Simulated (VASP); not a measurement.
# Si2W (P6_222) in VASP: single point with PBEsol

Aim: the single point of Si2W with PBEsol.

Everything below comes from runs of VASP 6.6.1. Logs are shortened: lines on timing, memory, paths and dates and some standing lists are left out, and cuts for length are marked.

### 1 The cell of the first run

Symmetry: P6_222, No. 180, hexagonal system. The conventional cell has a = 4.617 Å, b = 4.617 Å, c = 6.653 Å, α = 90.00°, β = 90.00°, γ = 120.00°. Within 3.4 Å of Si (site symmetry 2) lie 9 Si at 2.57 to 3.23 Å and 5 W at 2.59 to 2.69 Å. W (site symmetry 222) has 10 Si at 2.59 to 2.69 Å and 4 W at 3.20 Å within 3.4 Å.

### 2 Single point, PBEsol

INCAR

```
PREC     = Accurate       # precision mode
ENCUT    = 520            # plane-wave cutoff, eV
EDIFF    = 1E-6           # SCF threshold, eV
ISMEAR   = 0              # smearing method
SIGMA    = 0.1            # smearing width, eV
LREAL    = False          # projectors in reciprocal space
LASPH    = True           # aspherical terms in the spheres
NELM     = 80             # most SCF steps
ALGO     = Normal         # electronic algorithm
ISIF     = 2              # what is computed and relaxed
LWAVE    = False          # write WAVECAR
LCHARG   = True           # write CHGCAR
GGA      = PS             # functional
LELF     = True           # ELF
LVHAR    = True         
NBANDS   = 43             # bands
```

KPOINTS

```
regular mesh
0
Gamma
  6 6 4
```

POSCAR

```
Si2W
1.0
    4.6168523800      0.0000000000      0.0000000000
   -2.3084261900      3.9983114500      0.0000000000
    0.0000000000      0.0000000000      6.6532220000
Si W
6 3
Direct
    0.8363740000      0.6727480000      0.5000000000
    0.1636260000      0.8363740000      0.8333333333
    0.6727480000      0.8363740000      0.1666666667
    0.1636260000      0.3272520000      0.5000000000
    0.8363740000      0.1636260000      0.8333333333
    0.3272520000      0.1636260000      0.1666666667
    0.0000000000      0.5000000000      0.1666666667
    0.5000000000      0.5000000000      0.8333333333
    0.5000000000      0.0000000000      0.5000000000
```

Potentials or basis: VASP PAW PBE potentials, release 64 (Si, W_sv).

Run with:

```bash
$ cat potpaw_PBE.64/Si/POTCAR potpaw_PBE.64/W_sv/POTCAR > POTCAR
$ mpirun -np 1 vasp_std > vasp.out
```

OUTCAR:

```text
PREC = Accurate
   ENCUT = 520
   EDIFF = 1E-6
   ISMEAR = 0
   LREAL = False
   LASPH = True
   NELM = 80
   ISIF = 2
   GGA = PS

 ion  position               nearest neighbor table
   1  0.836  0.673  0.500-   2 2.57   3 2.57   7 2.59   8 2.59   4 2.62   9 2.65   9 2.65   9 2.69
                             4 2.69   4 2.69
   2  0.164  0.836  0.833-   1 2.57   6 2.57   9 2.59   7 2.59   5 2.62   8 2.65   8 2.65   8 2.69
                             5 2.69   5 2.69
   3  0.673  0.836  0.167-   1 2.57   5 2.57   9 2.59   8 2.59   6 2.62   7 2.65   7 2.65   7 2.69
                             6 2.69   6 2.69
   4  0.164  0.327  0.500-   5 2.57   6 2.57   7 2.59   8 2.59   1 2.62   9 2.65   9 2.65   9 2.69
                             1 2.69   1 2.69
   5  0.836  0.164  0.833-   4 2.57   3 2.57   9 2.59   7 2.59   2 2.62   8 2.65   8 2.65   8 2.69
                             2 2.69   2 2.69
   6  0.327  0.164  0.167-   4 2.57   2 2.57   9 2.59   8 2.59   3 2.62   7 2.65   7 2.65   7 2.69
                             3 2.69   3 2.69
   7  0.000  0.500  0.167-   1 2.59   4 2.59   2 2.59   5 2.59   3 2.65   6 2.65   6 2.65   3 2.65
                             3 2.69   6 2.69   8 3.20   8 3.20   9 3.20   9 3.20
   8  0.500  0.500  0.833-   1 2.59   4 2.59   3 2.59   6 2.59   2 2.65   5 2.65   2 2.65   5 2.65
                             5 2.69   2 2.69   7 3.20   7 3.20   9 3.20   9 3.20
   9  0.500  0.000  0.500-   2 2.59   3 2.59   5 2.59   6 2.59   4 2.65   4 2.65   1 2.65   1 2.65
                             4 2.69   1 2.69   7 3.20   8 3.20   8 3.20   7 3.20

  LATTYP: Found a hexagonal cell.
 ALAT       =     4.6168523800
 C/A-ratio  =     1.4410731495

  Lattice vectors:

 A1 = (   4.6168523800,   0.0000000000,   0.0000000000)
 A2 = (  -2.3084261900,   3.9983114500,   0.0000000000)
 A3 = (   0.0000000000,   0.0000000000,   6.6532220000)

Analysis of symmetry for initial positions (statically):
=====================================================================
 Subroutine PRICEL returns:
 Original cell was already a primitive cell.

 Routine SETGRP: Setting up the symmetry group for a
 hexagonal supercell.

 Subroutine GETGRP returns: Found 12 space group operations
 (whereof  4 operations were pure point group operations)
 out of a pool of 24 trial point group operations.

The static configuration has the point symmetry D_2 .
 The point group associated with its full space group is D_6 .

Analysis of symmetry for dynamics (positions and initial velocities):
=====================================================================
 Subroutine PRICEL returns:
 Original cell was already a primitive cell.

 Routine SETGRP: Setting up the symmetry group for a
 hexagonal supercell.

 Subroutine GETGRP returns: Found 12 space group operations
 (whereof  4 operations were pure point group operations)
 out of a pool of 24 trial point group operations.

The dynamic configuration has the point symmetry D_2 .
 The point group associated with its full space group is D_6 .

 Subroutine INISYM returns: Found 12 space group operations
 (whereof  4 operations are pure point group operations),
 and found     1 'primitive' translations

----------------------------------------------------------------------------------------

                                     Primitive cell

  volume of cell :     122.8159

  direct lattice vectors                    reciprocal lattice vectors
     4.616852380  0.000000000  0.000000000     0.216597785  0.125052789  0.000000000
    -2.308426190  3.998311450  0.000000000     0.000000000  0.250105579  0.000000000
     0.000000000  0.000000000  6.653222000     0.000000000  0.000000000  0.150303116

  length of vectors
     4.616852380  4.616852383  6.653222000     0.250105579  0.250105579  0.150303116

  position of ions in fractional coordinates (direct lattice)
     0.836374000  0.672748000  0.500000000
     0.163626000  0.836374000  0.833333333
     0.672748000  0.836374000  0.166666667
     0.163626000  0.327252000  0.500000000
     0.836374000  0.163626000  0.833333333
     0.327252000  0.163626000  0.166666667
     0.000000000  0.500000000  0.166666667
     0.500000000  0.500000000  0.833333333
     0.500000000  0.000000000  0.500000000

  ion indices of the primitive-cell ions
   primitive index   ion index
                 1           1
                 2           2
                 3           3
                 4           4
                 5           5
                 6           6
                 7           7
                 8           8
                 9           9

----------------------------------------------------------------------------------------

 KPOINTS: regular mesh

Automatic generation of k-mesh.
 Grid dimensions read from file:
 generate k-points for:    6    6    4

 Generating k-lattice:

  Cartesian coordinates                     Fractional coordinates (reciprocal lattice)
     0.036099631  0.020842132  0.000000000     0.166666667  0.000000000  0.000000000
     0.000000000  0.041684263  0.000000000     0.000000000  0.166666667  0.000000000
     0.000000000  0.000000000  0.037575779     0.000000000  0.000000000  0.250000000

  Length of vectors
     0.041684263  0.041684263  0.037575779

  Shift w.r.t. Gamma in fractional coordinates (k-lattice)
     0.000000000  0.000000000  0.000000000

 Subroutine IBZKPT returns following result:
 ===========================================

 Found     21 irreducible k-points:

 Following reciprocal coordinates:
            Coordinates               Weight
  0.000000  0.000000  0.000000      1.000000
  0.166667  0.000000  0.000000      6.000000
  0.333333  0.000000  0.000000      6.000000
  0.500000  0.000000  0.000000      3.000000
  0.166667  0.166667  0.000000      6.000000
  0.333333  0.166667  0.000000     12.000000
[... 13 lines left out ...]
  0.333333  0.166667  0.500000     12.000000
  0.333333  0.333333  0.500000      2.000000
   k-points           NKPTS =     21   k-points in BZ     NKDIM =     21   number of bands    NBANDS=     43
   number of dos      NEDOS =    301   number of ions     NIONS =      9
   total plane-waves  NPLWV =  64800
   dimension x,y,z NGX =    36 NGY =   36 NGZ =   50
   dimension x,y,z NGXF=    72 NGYF=   72 NGZF=  100
   ions per type =               6   3
   NGX,Y,Z   is equivalent  to a cutoff of  12.96, 12.96, 12.49 a.u.
   NGXF,Y,Z  is equivalent  to a cutoff of  25.93, 25.93, 24.99 a.u.
 SYSTEM =  unknown system
   PREC   = accura    normal or accurate (medium, high low for compatibility)
   ISTART =      0    job   : 0-new  1-cont  2-samecut
   ICHARG =      2    charge: 1-file 2-atom 10-const
   ISPIN  =      1    spin polarized calculation?
   LNONCOLLINEAR =      F non collinear calculations
   LSORBIT =      F    spin-orbit coupling
   LASPH  =      T    aspherical Exc in radial PAW
   ENCUT  =  520.0 eV  38.22 Ry    6.18 a.u.   8.58  8.58 12.37*2*pi/ulx,y,z
   NELM   =     80;   NELMIN=  2; NELMDL= -5     # of ELM steps
   EDIFF  = 0.1E-05   stopping-criterion for ELM
   LREAL  =      F    real-space projection
[... 7 lines left out ...]
   TEBEG  =    0.0;   TEEND  =   0.0 temperature during run
   PSTRESS=    0.0 pullay stress
   NELECT =      66.0000    total number of electrons
   NUPDOWN=      -1.0000    fix difference up-down
   EMIN   =  10.00;   EMAX   =-10.00  energy-range for DOS
   EFERMI =   0.00;   METHOD = LEGACY
   ISMEAR =     0;   SIGMA  =   0.10  broadening in eV -4-tet -1-fermi 0-gaus
   EFERMI_NEDOS =   21; number of points for ismear=-14 and -15
   IALGO  =     38    algorithm
   IMIX   =      4    mixing-type and parameters
     AMIX     =   0.40;   BMIX     =  1.00
     AMIX_MAG =   1.60;   BMIX_MAG =  1.00
  volume/ion in A,a.u.               =      13.65        92.09
  Fermi-wavevector in a.u.,A,eV,Ry     =   1.330979  2.515186 24.102797  1.771506
  Thomas-Fermi vector in A             =   2.460025
   LORBIT       =      0    0 simple, 1 ext, 2 COOP (PROOUT), +10 PAW based schemes
   GGA     = PS    functional components
   LHFCALC =     F    Hartree Fock is set to
   AEXX    =    0.0000 exact exchange contribution
   IVDW    =     0    specifies the selected vdW correction
   LEPSILON=     F    determine dielectric tensor
   LRPA    =     F    only Hartree local field effects (RPA)
 non-spin polarized calculation
 Gauss-broadening in eV      SIGMA  =   0.10
  energy-cutoff  :      520.00
  volume of cell :      122.82
 maximum number of plane-waves:      3343
 NGX is ok and might be reduce to    36
   NGX = 17   NGY = 17   NGZ = 25

 number of electron      66.0000007 magnetization

 Free energy of the ion-electron system (eV)
  ---------------------------------------------------
  ext. energy  EPLUGINS =         0.00000000
  ---------------------------------------------------
  free energy    TOTEN  =       -79.26364414 eV

  energy without entropy =      -79.26128132  energy(sigma->0) =      -79.26246273

 E-fermi :  12.2779     XC(G=0): -12.5462

 val. band max:       12.2736369522   @ k =   0.5000   0.0000   0.5000
 cond. band min:      12.2823496279   @ k =   0.5000   0.0000   0.0000
 fundamental gap:      0.0087126757
 Fermi energy:        12.2778610525

 k-point     1 :       0.0000    0.0000    0.0000
  band No.  band energies     occupation
      1     -62.0381      2.00000
      2     -62.0263      2.00000
      3     -62.0263      2.00000
      4     -26.4031      2.00000
      5     -26.3987      2.00000
      6     -26.3987      2.00000
[... 35 lines left out ...]
     42      15.1233      0.00000
     43      15.5714      0.00000

 k-point     2 :       0.1667    0.0000    0.0000
  band No.  band energies     occupation
      1     -62.0374      2.00000
      2     -62.0269      2.00000
      3     -62.0262      2.00000
      4     -26.4235      2.00000
      5     -26.4062      2.00000
      6     -26.3860      2.00000
[... 866 lines left out ...]
 k-point    21 :       0.3333    0.3333    0.5000
  band No.  band energies     occupation
      1     -62.0341      2.00000
      2     -62.0282      2.00000
      3     -62.0282      2.00000
      4     -26.4349      2.00000
      5     -26.4218      2.00000
      6     -26.4218      2.00000
[... 35 lines left out ...]
     42      15.4379      0.00000
     43      15.5945      0.00000

------------------------ aborting loop because EDIFF is reached ----------------------------------------

  FORCE on cell =-STRESS in cart. coord.  units (eV):
  Direction    XX          YY          ZZ          XY          YZ          ZX
  --------------------------------------------------------------------------------------
  -------------------------------------------------------------------------------------
  Total       -4.0730073     -4.0730073     -4.1009491     -0.0000000     -0.0000000      0.0000000
  in kB      -53.1338336    -53.1338337    -53.4983438     -0.0000000     -0.0000000      0.0000000
  external PRESSURE =     -53.2553370 kB  Pullay stress =       0.0000000 kB

 VOLUME and BASIS-vectors are now :
 -----------------------------------------------------------------------------
  energy-cutoff  :      520.00
  volume of cell :      122.82
      direct lattice vectors                 reciprocal lattice vectors
     4.616852380  0.000000000  0.000000000     0.216597785  0.125052789  0.000000000
    -2.308426190  3.998311450  0.000000000     0.000000000  0.250105579  0.000000000
     0.000000000  0.000000000  6.653222000     0.000000000  0.000000000  0.150303116

 POSITION                                       TOTAL-FORCE (eV/Angst)
 -----------------------------------------------------------------------------------
      2.30843      2.68986      3.32661         0.000000     -0.034430      0.000000
     -1.17527      3.34408      5.54435         0.029817     -0.017215      0.000000
      1.17527      3.34408      1.10887        -0.029817     -0.017215      0.000000
      0.00000      1.30846      3.32661        -0.000000      0.034430      0.000000
      3.48370      0.65423      5.54435        -0.029817      0.017215     -0.000000
      1.13316      0.65423      1.10887         0.029817      0.017215     -0.000000
     -1.15421      1.99916      1.10887         0.000000     -0.000000     -0.000000
      1.15421      1.99916      5.54435        -0.000000     -0.000000     -0.000000
      2.30843      0.00000      3.32661         0.000000     -0.000000      0.000000
 -----------------------------------------------------------------------------------
    total drift:                               -0.000000     -0.000000      0.000000

  FREE ENERGIE OF THE ION-ELECTRON SYSTEM (eV)
  ---------------------------------------------------
  free  energy   TOTEN  =       -79.2636441434 eV

  energy  without entropy=      -79.2612813189  energy(sigma->0) =      -79.26246273
```

It took 2.6 min on 1 thread of Intel Xeon 8259CL, shared host; peak memory 0.29 GiB.

Results:

* Free energy: -79.2636 eV
* Pressure: -5.3 GPa
* Largest force: 0.034 eV/Å
* Band gap on the k mesh: 0.01 eV (least direct gap 0.63 eV)

Forces in eV/Å, atoms in the order of the input:
```
Si   0.000 -0.034  0.000
Si   0.030 -0.017  0.000
Si  -0.030 -0.017  0.000
Si   0.000  0.034  0.000
Si  -0.030  0.017  0.000
Si   0.030  0.017  0.000
W    0.000  0.000  0.000
W    0.000  0.000  0.000
W    0.000  0.000  0.000
```

Levels at points of the mesh, in eV from the valence-band top:
```
           k point  band 30  band 31  band 32  band 33  band 34  band 35  band 36  band 37
(0.00, 0.00, 0.00)    -3.38    -3.03    -2.59    -0.95     2.17     2.17     2.25     2.30
(0.50, 0.00, 0.00)    -2.29    -1.66    -1.19    -0.66     0.01     0.77     0.88     0.96
(0.00, 0.00, 0.50)    -2.74    -2.61    -0.74    -0.74     1.72     1.99     1.99     2.22
(0.50, 0.00, 0.50)    -2.97    -2.10    -1.28     0.00     0.63     1.02     1.23     1.41
```

Caveat: the cell stands under tension; the PAW data sets were made with another functional, which shifts forces and pressure a little; spin-orbit coupling is left out, which moves the levels of the heavy elements. A k mesh can miss the band edges.
